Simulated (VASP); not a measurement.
A run of VASP 6.6.1:

Contents of INCAR:

```
PREC = Accurate ; ENCUT = 520
EDIFF = 1E-6 ; ISMEAR = 0
SIGMA = 0.1 ; LREAL = False
LASPH = True ; NELM = 100
ALGO = Fast ; ISIF = 2
LWAVE = False ; LCHARG = False
GGA = PE ; NBANDS = 39
```

KPOINTS

```
regular mesh
0
Gamma
  6 6 6
```

Contents of POSCAR:

```
Os2Ru
1.0
   -2.3952543923      2.3952543923      4.1757502750
    2.3952543923     -2.3952543923      4.1757502750
    2.3952543923      2.3952543923     -4.1757502750
Ru Os
2 4
Direct
    0.0000000000      0.0000000000      0.0000000000
    0.7500000000      0.2500000000      0.5000000000
    0.3332849566      0.3332849566      0.0000000000
    1.0832849566      0.5832849566      0.5000000000
    0.4167150434     -0.0832849566      0.5000000000
    0.6667150434      0.6667150434      0.0000000000
```

Potentials or basis: VASP PAW PBE potentials, release 64 (Ru_pv, Os).

The run is started by

```sh
$ cat potpaw_PBE.64/Ru_pv/POTCAR potpaw_PBE.64/Os/POTCAR > POTCAR
$ mpirun -np 1 vasp_std > vasp.out
```

Hardware: 1 thread of AMD EPYC 9R45 96-Core Processor (Zen 5) (shared host).

Question: How long does it take, and how much memory?

Answer: Run time: 100 s on 1 thread of AMD EPYC 9R45 96-Core Processor (Zen 5), on a shared host, peak memory 0.26 GiB. Counts: scf iterations 18, k points 30.
